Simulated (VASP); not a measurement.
A run of VASP 6.6.1:

The input INCAR:

```
SYSTEM = PbF2
ALGO = Normal
EDIFF = 1E-7
EDIFFG = -0.01
ENCUT = 600
GGA = PE
GGA_COMPAT = .False.
IBRION = 2
ISIF = 3
ISMEAR = -1
LASPH = .True.
LCHARG = .False.
LREAL = .False.
LWAVE = .False.
NELM = 120
NELMIN = 4
NSW = 60
PREC = Accurate
SIGMA = 0.05
```

The input KPOINTS:

```
k-points
0
Gamma
  8 8 8
  0 0 0
```

POSCAR

```
PbF2
1.0
    0.0000000000      2.9636600000      2.9636600000
    2.9636600000      0.0000000000      2.9636600000
    2.9636600000      2.9636600000      0.0000000000
Pb F
1 2
Direct
    0.0000000000      0.0000000000      0.0000000000
    0.7500000000      0.7500000000      0.7500000000
    0.2500000000      0.2500000000      0.2500000000
```

Potentials or basis: VASP PAW PBE potentials, release 64 (Pb_d, F).

Run with:

```sh
$ cat potpaw_PBE.64/Pb_d/POTCAR potpaw_PBE.64/F/POTCAR > POTCAR
$ mpirun -np 1 vasp_std > vasp.out
```

Hardware: 1 thread of Intel(R) Xeon(R) Platinum 8375C CPU @ 2.90GHz (Ice Lake), on a shared host.

Q: Estimate the wall time of this run.

A: Wall time 60 s on 1 thread of Intel(R) Xeon(R) Platinum 8375C CPU @ 2.90GHz (Ice Lake), with other jobs on the host, peak memory 0.22 GiB. Counts: scf iterations 33, k points 29, ion steps 3.
